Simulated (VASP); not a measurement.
# Cu (Fm-3m) in VASP: notebook

The runs below take Cu through single point, relaxation of volume and atoms at fixed shape, with PBEsol.

Everything below comes from runs of VASP 6.6.1. Logs are shortened: lines on timing, memory, paths and dates and some standing lists are left out, and cuts for length are marked.

## (1) The cell of the first run

Symmetry: Fm-3m, No. 225, cubic system. The conventional cell has a = 3.563 Å, b = 3.563 Å, c = 3.563 Å, α = 90.00°, β = 90.00°, γ = 90.00°. Within 3.3 Å of Cu (site symmetry m-3m) lie 12 Cu at 2.52 Å.

## (2) Single point, PBEsol

File INCAR:

```
ALGO = Normal
EDIFF = 1E-6
ENCUT = 520
GGA = PS
ISIF = 2
ISMEAR = 1
LASPH = T
LCHARG = T
LELF = T
LREAL = F
LVHAR = T
LWAVE = F
NBANDS = 12
NELM = 80
PREC = Accurate
SIGMA = 0.1
```

File KPOINTS:

```
k-points
0
Gamma
  22 22 22
```

File POSCAR:

```
Cu
1.0
    0.0000000000      1.7816929843      1.7816929843
    1.7816929843      0.0000000000      1.7816929843
    1.7816929843      1.7816929843      0.0000000000
Cu
1
Direct
    0.0000000000      0.0000000000      0.0000000000
```

Potentials or basis: VASP PAW PBE potentials, release 64 (Cu).

Started as:

```sh
> cat potpaw_PBE.64/Cu/POTCAR > POTCAR
> mpirun -np 1 vasp_std > vasp.out
```

OUTCAR:

```text
EDIFF = 1E-6
   ENCUT = 520
   GGA = PS
   ISIF = 2
   ISMEAR = 1
   LASPH = T
   LREAL = F
   NELM = 80
   PREC = Accurate

 ion  position               nearest neighbor table
   1  0.000  0.000  0.000-

  LATTYP: Found a face centered cubic cell.
 ALAT       =     3.5633859686

  Lattice vectors:

 A1 = (   0.0000000000,   1.7816929843,   1.7816929843)
 A2 = (   1.7816929843,   0.0000000000,   1.7816929843)
 A3 = (   1.7816929843,   1.7816929843,   0.0000000000)

Analysis of symmetry for initial positions (statically):
=====================================================================
 Subroutine PRICEL returns:
 Original cell was already a primitive cell.

 Routine SETGRP: Setting up the symmetry group for a
 face centered cubic supercell.

 Subroutine GETGRP returns: Found 48 space group operations
 (whereof 48 operations were pure point group operations)
 out of a pool of 48 trial point group operations.

The static configuration has the point symmetry O_h .

Analysis of symmetry for dynamics (positions and initial velocities):
=====================================================================
 Subroutine PRICEL returns:
 Original cell was already a primitive cell.

 Routine SETGRP: Setting up the symmetry group for a
 face centered cubic supercell.

 Subroutine GETGRP returns: Found 48 space group operations
 (whereof 48 operations were pure point group operations)
 out of a pool of 48 trial point group operations.

The dynamic configuration has the point symmetry O_h .

 Subroutine INISYM returns: Found 48 space group operations
 (whereof 48 operations are pure point group operations),
 and found     1 'primitive' translations

----------------------------------------------------------------------------------------

                                     Primitive cell

  volume of cell :      11.3117

  direct lattice vectors                    reciprocal lattice vectors
     0.000000000  1.781692984  1.781692984    -0.280631963  0.280631963  0.280631963
     1.781692984  0.000000000  1.781692984     0.280631963 -0.280631963  0.280631963
     1.781692984  1.781692984  0.000000000     0.280631963  0.280631963 -0.280631963

  length of vectors
     2.519694382  2.519694382  2.519694382     0.486068818  0.486068818  0.486068818

  position of ions in fractional coordinates (direct lattice)
     0.000000000  0.000000000  0.000000000

  ion indices of the primitive-cell ions
   primitive index   ion index
                 1           1

----------------------------------------------------------------------------------------

 KPOINTS: k-points

Automatic generation of k-mesh.
 Grid dimensions read from file:
 generate k-points for:   22   22   22

 Generating k-lattice:

  Cartesian coordinates                     Fractional coordinates (reciprocal lattice)
    -0.012755998  0.012755998  0.012755998     0.045454545  0.000000000  0.000000000
     0.012755998 -0.012755998  0.012755998     0.000000000  0.045454545  0.000000000
     0.012755998  0.012755998 -0.012755998     0.000000000  0.000000000  0.045454545

  Length of vectors
     0.022094037  0.022094037  0.022094037

  Shift w.r.t. Gamma in fractional coordinates (k-lattice)
     0.000000000  0.000000000  0.000000000

 Subroutine IBZKPT returns following result:
 ===========================================

 Found    328 irreducible k-points:

 Following reciprocal coordinates:
            Coordinates               Weight
  0.000000  0.000000  0.000000      1.000000
  0.045455  0.000000  0.000000      8.000000
  0.090909  0.000000  0.000000      8.000000
  0.136364  0.000000  0.000000      8.000000
  0.181818  0.000000  0.000000      8.000000
  0.227273  0.000000  0.000000      8.000000
[... 16 lines left out ...]
  0.500000  0.045455  0.000000     24.000000
 -0.454545  0.045455  0.000000     24.000000
 [... further k-points ...]
   k-points           NKPTS =    328   k-points in BZ     NKDIM =    328   number of bands    NBANDS=     12
   number of dos      NEDOS =    301   number of ions     NIONS =      1
   total plane-waves  NPLWV =   8000
   dimension x,y,z NGX =    20 NGY =   20 NGZ =   20
   dimension x,y,z NGXF=    40 NGYF=   40 NGZF=   40
   ions per type =               1
   NGX,Y,Z   is equivalent  to a cutoff of  13.20, 13.20, 13.20 a.u.
   NGXF,Y,Z  is equivalent  to a cutoff of  26.39, 26.39, 26.39 a.u.
 SYSTEM =  unknown system
   PREC   = accura    normal or accurate (medium, high low for compatibility)
   ISTART =      0    job   : 0-new  1-cont  2-samecut
   ICHARG =      2    charge: 1-file 2-atom 10-const
   ISPIN  =      1    spin polarized calculation?
   LNONCOLLINEAR =      F non collinear calculations
   LSORBIT =      F    spin-orbit coupling
   LASPH  =      T    aspherical Exc in radial PAW
   ENCUT  =  520.0 eV  38.22 Ry    6.18 a.u.   4.68  4.68  4.68*2*pi/ulx,y,z
   NELM   =     80;   NELMIN=  2; NELMDL= -5     # of ELM steps
   EDIFF  = 0.1E-05   stopping-criterion for ELM
   LREAL  =      F    real-space projection
   EDIFFG = 0.1E-04   stopping-criterion for IOM
   NSW    =      0    number of steps for IOM
   IBRION =     -1    ionic relax: 0-MD 1-quasi-New 2-CG
   NFREE  =      0    steps in history (QN), initial steepest desc. (CG)
   ISIF   =      2    stress and relaxation
   ISYM   =      2    0-nonsym 1-usesym 2-fastsym
   POTIM  = 0.5000    time-step for ionic-motion
   TEBEG  =    0.0;   TEEND  =   0.0 temperature during run
   PSTRESS=    0.0 pullay stress
   NELECT =      11.0000    total number of electrons
   NUPDOWN=      -1.0000    fix difference up-down
   EMIN   =  10.00;   EMAX   =-10.00  energy-range for DOS
   EFERMI =   0.00;   METHOD = LEGACY
   ISMEAR =     1;   SIGMA  =   0.10  broadening in eV -4-tet -1-fermi 0-gaus
   EFERMI_NEDOS =   21; number of points for ismear=-14 and -15
   IALGO  =     38    algorithm
   IMIX   =      4    mixing-type and parameters
     AMIX     =   0.40;   BMIX     =  1.00
     AMIX_MAG =   1.60;   BMIX_MAG =  1.00
  volume/ion in A,a.u.               =      11.31        76.34
  Fermi-wavevector in a.u.,A,eV,Ry     =   1.621920  3.064985 35.791835  2.630626
  Thomas-Fermi vector in A             =   2.715618
   LORBIT       =      0    0 simple, 1 ext, 2 COOP (PROOUT), +10 PAW based schemes
   GGA     = PS    functional components
   LHFCALC =     F    Hartree Fock is set to
   AEXX    =    0.0000 exact exchange contribution
   IVDW    =     0    specifies the selected vdW correction
   LEPSILON=     F    determine dielectric tensor
   LRPA    =     F    only Hartree local field effects (RPA)
 non-spin polarized calculation
 Methfessel and Paxton  Order N= 1 SIGMA  =   0.10
  energy-cutoff  :      520.00
  volume of cell :       11.31
 maximum number of plane-waves:       318
   NGX =  9   NGY =  9   NGZ =  9

 number of electron      11.0000013 magnetization

 Free energy of the ion-electron system (eV)
  ---------------------------------------------------
  ext. energy  EPLUGINS =         0.00000000
  ---------------------------------------------------
  free energy    TOTEN  =        -4.30963930 eV

  energy without entropy =       -4.30966473  energy(sigma->0) =       -4.30964778

 E-fermi :   7.9334     XC(G=0): -13.1614

 val. band max:        7.9022134539   @ k =   0.4545   0.2727   0.0000
 cond. band min:       7.9386205033   @ k =   0.5000   0.3182   0.1364
 fundamental gap:      0.0364070494
 Fermi energy:         7.9334455821

 k-point     1 :       0.0000    0.0000    0.0000
  band No.  band energies     occupation
      1      -1.7781      2.00000
      2       4.7843      2.00000
      3       4.7843      2.00000
      4       4.7843      2.00000
      5       5.6740      2.00000
      6       5.6740      2.00000
      7      30.8729      0.00000
      8      33.8247      0.00000
      9      33.8247      0.00000
     10      33.8247      0.00000
     11      36.3436      0.00000
     12      36.3436      0.00000

 k-point     2 :       0.0455    0.0000    0.0000
  band No.  band energies     occupation
      1      -1.7003      2.00000
      2       4.7668      2.00000
      3       4.7998      2.00000
      4       4.7998      2.00000
      5       5.6675      2.00000
      6       5.6675      2.00000
      7      30.5131      0.00000
      8      32.6600      0.00000
      9      33.5618      0.00000
     10      33.5618      0.00000
     11      36.7135      0.00000
     12      36.7135      0.00000

 k-point     3 :       0.0909    0.0000    0.0000
  band No.  band energies     occupation
      1      -1.4687      2.00000
      2       4.7174      2.00000
      3       4.8423      2.00000
      4       4.8423      2.00000
      5       5.6523      2.00000
      6       5.6523      2.00000
      7      28.9089      0.00000
      8      31.8149      0.00000
      9      33.0282      0.00000
     10      33.0283      0.00000
     11      37.5446      0.00000
     12      37.5446      0.00000
[... 286 lines left out ...]
 k-point    23 :       0.5000    0.0455    0.0000
  band No.  band energies     occupation
      1       2.6431      2.00000
      2       4.7224      2.00000
      3       4.7778      2.00000
      4       5.9216      2.00000
      5       6.2818      2.00000
      6       7.1524      2.00000
      7      11.9890      0.00000
      8      28.7753      0.00000
      9      29.9590      0.00000
     10      30.0911      0.00000
     11      34.3636      0.00000
     12      34.5368      0.00000

 k-point    24 :      -0.4545    0.0455    0.0000
  band No.  band energies     occupation
      1       2.6289      2.00000
      2       4.7294      2.00000
      3       4.7783      2.00000
      4       5.9031      2.00000
      5       6.2489      2.00000
      6       7.0565      2.00000
      7      12.1828      0.00000
      8      28.5875      0.00000
      9      30.0196      0.00000
     10      30.3994      0.00000
     11      34.0257      0.00000
     12      34.7845      0.00000

 [... further k-points ...]

------------------------ aborting loop because EDIFF is reached ----------------------------------------

  FORCE on cell =-STRESS in cart. coord.  units (eV):
  Direction    XX          YY          ZZ          XY          YZ          ZX
  --------------------------------------------------------------------------------------
  -------------------------------------------------------------------------------------
  Total        0.0533000      0.0533000      0.0533000     -0.0000000     -0.0000000      0.0000000
  in kB        7.5493460      7.5493460      7.5493460     -0.0000000     -0.0000000      0.0000000
  external PRESSURE =       7.5493460 kB  Pullay stress =       0.0000000 kB

 VOLUME and BASIS-vectors are now :
 -----------------------------------------------------------------------------
  energy-cutoff  :      520.00
  volume of cell :       11.31
      direct lattice vectors                 reciprocal lattice vectors
     0.000000000  1.781692984  1.781692984    -0.280631963  0.280631963  0.280631963
     1.781692984  0.000000000  1.781692984     0.280631963 -0.280631963  0.280631963
     1.781692984  1.781692984  0.000000000     0.280631963  0.280631963 -0.280631963

 POSITION                                       TOTAL-FORCE (eV/Angst)
 -----------------------------------------------------------------------------------
      0.00000      0.00000      0.00000         0.000000     -0.000000      0.000000
 -----------------------------------------------------------------------------------
    total drift:                                0.000000      0.000000      0.000000

  FREE ENERGIE OF THE ION-ELECTRON SYSTEM (eV)
  ---------------------------------------------------
  free  energy   TOTEN  =        -4.3096393045 eV

  energy  without entropy=       -4.3096647298  energy(sigma->0) =       -4.30964778
```

It took 39 s on 1 thread of Intel Xeon Platinum 8259CL at 2.50GHz (Skylake/Cascade Lake), shared host; peak memory 0.16 GiB.

Results:

```
Free energy            : -4.3096 eV
Pressure               : 0.8 GPa
Band gap on the k mesh : zero (an odd number of electrons rules out a gap without spin polarisation)
```

Levels at points of the mesh, in eV from the Fermi level:
```
           k point  band 3  band 4  band 5  band 6  band 7  band 8  band 9  band 10
(0.00, 0.00, 0.00)   -3.15   -3.15   -2.26   -2.26   22.94   25.89   25.89    25.89
(0.50, 0.00, 0.00)   -3.18   -1.65   -1.65   -1.16    3.97   21.41   22.70    22.70
(0.50, 0.50, 0.00)   -1.67   -1.50   -1.50    1.44    7.41   13.38   13.38    18.01
```

Caveat: the PAW data sets were made with another functional, which shifts forces and pressure a little.

## (3) Relaxation of volume and atoms at fixed shape, PBEsol

This run uses another cell than the first one, of 11.81 Å³/atom.

File INCAR:

```
SYSTEM = Cu
  PREC = Accurate
  ENCUT = 600
  EDIFF = 1E-6
  ISMEAR = 1
  SIGMA = 0.1
  LREAL = .FALSE.
  LASPH = .TRUE.
  NELM = 80
  ALGO = Normal
  ISIF = 8
  LWAVE = .FALSE.
  LCHARG = .FALSE.
  GGA = PS
  IBRION = 2
  NSW = 60
  EDIFFG = -0.02
```

File KPOINTS:

```
regular mesh
0
G
  22 22 22
  0 0 0
```

File POSCAR:

```
Cu
1.0
    0.0000000000      1.8075000000      1.8075000000
    1.8075000000      0.0000000000      1.8075000000
    1.8075000000      1.8075000000      0.0000000000
Cu
1
Direct
    0.0000000000      0.0000000000      0.0000000000
```

Potentials or basis: VASP PAW PBE potentials, release 64 (Cu).

Started as:

```sh
> cat potpaw_PBE.64/Cu/POTCAR > POTCAR
> mpirun -np 1 vasp_std > vasp.out
```

Run time: 96 s. Hardware: 1 thread of Intel Xeon Platinum 8259CL at 2.50GHz (Skylake/Cascade Lake), shared host; peak memory 0.17 GiB.

The run converged. Its results:

```yaml
Free_energy: -4.3100 eV
Relaxed_volume: 11.36 Å³/atom
Relaxed_cell: a = 2.524 Å, b = 2.524 Å, c = 2.524 Å, α = 60.00°, β = 60.00°, γ = 60.00°
Space_group_after_relaxing_to_0.1_Å: Fm-3m (No. 225)
Energy_gained_by_relaxing: 8.4 meV/atom
Ionic_steps: 3
Pressure_after_relaxing: -0.1 GPa
Band_gap_on_the_k_mesh: zero (an odd number of electrons rules out a gap without spin polarisation)
```

The path:
```tsv
step	energy change (eV)	largest force (eV/Å)	pressure (GPa)	volume (Å³)
1	0.0000	0.0000	-5.75	11.81
2	-0.0051	0.0000	4.13	11.10
3	-0.0084	0.0000	-0.06	11.36
```

Final structure:
```
Cu
1.0
     0.00000    1.78443    1.78443
     1.78443    0.00000    1.78443
     1.78443    1.78443    0.00000
Cu
1
Direct
  0.00000 0.00000 0.00000
```

Levels at points of the mesh, in eV from the Fermi level:
| k point | band 2 | band 3 | band 4 | band 5 | band 6 | band 7 | band 8 | band 9 |
| --- | --- | --- | --- | --- | --- | --- | --- | --- |
| (0.00, 0.00, 0.00) | -3.13 | -3.13 | -3.13 | -2.25 | -2.25 | 22.90 | 25.82 | 25.82 |
| (0.50, 0.00, 0.00) | -3.17 | -3.17 | -1.65 | -1.65 | -1.14 | 3.95 | 21.38 | 22.63 |
| (0.50, 0.50, 0.00) | -4.62 | -1.66 | -1.50 | -1.50 | 1.44 | 7.38 | 13.35 | 13.35 |

Caveat: the PAW data sets were made with another functional, which shifts forces and pressure a little.
